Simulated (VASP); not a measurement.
Runs of VASP 6.6.1 on HgTe. The structure is that of space group Fm-3m (No. 225), or close to it. The cells are those of the table. 

| task | level | cell | gap on the mesh (eV) | pressure (GPa) |
| --- | --- | --- | --- | --- |
| single point | PBE | a = 4.173, b = 4.173, c = 4.214 Å, angles 59.7, 59.7, 60.7°, 2 atoms | none | (b) |
| electric field gradients | PBE | a = 4.091, b = 4.091, c = 4.132 Å, angles 59.7, 59.7, 60.7°, 2 atoms | none | 12.8 |
| electric field gradients | PBEsol | a = 4.132 Å, angles 60.0°, 2 atoms | none | 6.3 |
| single point | PBE | a = 4.091, b = 4.091, c = 4.132 Å, angles 59.7, 59.7, 60.7°, 2 atoms | none | 12.8 |
| single point | PBE | a = 4.070, b = 4.070, c = 4.008 Å, angles 60.5, 60.5, 59.0°, 2 atoms | none | 17.8 |
| single point | PBE | a = 4.173, b = 4.173, c = 4.132 Å, angles 60.3, 60.3, 59.3°, 2 atoms | none | (a) |
| single point | PBE | a = 4.111, b = 4.111, c = 4.132 Å, angles 59.8, 59.8, 60.3°, 2 atoms | none | 11.6 |

Alike in all rows: potentials or basis VASP PAW PBE potentials, release 64 (Hg, Te); no spin polarisation; k mesh 10 × 10 × 10; cutoff (eV) 520; smearing fermi-dirac 0.08 eV.

Q: Estimate the missing entries.

A: (a) 8.8; (b) 7.1.

Caveats: spin-orbit coupling is left out, which moves the levels of the heavy elements; the PAW data sets were made with another functional, which shifts forces and pressure a little (some runs).

A k mesh can miss the band edges, and the runs leave out spin-orbit coupling on Hg, Te.

A gap of «none» marks levels without a gap at the run's occupations.
